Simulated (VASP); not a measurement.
Crystal: Li2ZrP2.

```
Li Zr P
1.0
    -1.97111    1.97111    4.78167
     1.97111   -1.97111    4.78167
     1.97111    1.97111   -4.78167
Li Zr P
2 1 2
Direct
  0.37110 0.37110 0.00000
  0.62890 0.62890 0.00000
  0.00000 0.00000 0.00000
  0.25000 0.75000 0.50000
  0.75000 0.25000 0.50000
```

| Item | Value |
| --- | --- |
| Program | VASP 6.6.1 |
| Task | relaxation of cell and atoms |
| Functional | PBE |
| Potentials or basis | VASP PAW PBE potentials, release 64 (Li_sv, Zr_sv, P) |
| Cutoff | 600 eV |
| k mesh | 6 × 6 × 6 |
| Occupations | gaussian, width 0.1 eV |
| Spin | no spin polarisation |

At the start: pressure 0.1 GPa; volume 14.86 Å³/atom.

Problem. Where does the relaxation end?

Solution. Over 10 steps the energy falls by 254.2 meV/atom and the volume is 14.83 Å³/atom (-0.2 %); space group I4/mmm (No. 139, to 0.1 Å) before and after.

Step by step:
```tsv
step	energy change (eV)	largest force (eV/Å)	pressure (GPa)	volume (Å³)
1	0.0000	0.6102	0.11	74.31
2	-0.5046	0.0886	-1.36	74.25
3	-0.8282	1.9971	2.03	71.87
4	-1.0536	1.0615	-1.04	73.36
5	-1.0706	1.2360	-0.66	73.11
6	-1.1934	0.7237	1.67	72.21
7	-1.1944	0.6507	2.06	72.07
8	-1.2687	0.1018	-0.31	74.60
9	-1.2695	0.0475	-0.55	74.90
10	-1.2708	0.0318	0.27	74.14
```

Final structure:
```cif
data_structure
_symmetry_space_group_name_H-M 'P 1'
_symmetry_Int_Tables_number 1
_cell_length_a 4.9878
_cell_length_b 4.9878
_cell_length_c 4.9878
_cell_angle_alpha 128.378
_cell_angle_beta 128.378
_cell_angle_gamma 76.013
_cell_volume 74.14
loop_
_atom_site_label
_atom_site_type_symbol
_atom_site_fract_x
_atom_site_fract_y
_atom_site_fract_z
_atom_site_occupancy
Li1 Li 0.35969 0.35969 0.00000 1
Li2 Li 0.64031 0.64031 0.00000 1
Zr1 Zr 0.00000 0.00000 0.00000 1
P1 P 0.25000 0.75000 0.50000 1
P2 P 0.75000 0.25000 0.50000 1
```

Caveat: the cutoff is under 1.25 times the usual one of these potentials, so pressure, stress and relaxed cells hold a basis-set (Pulay) error.
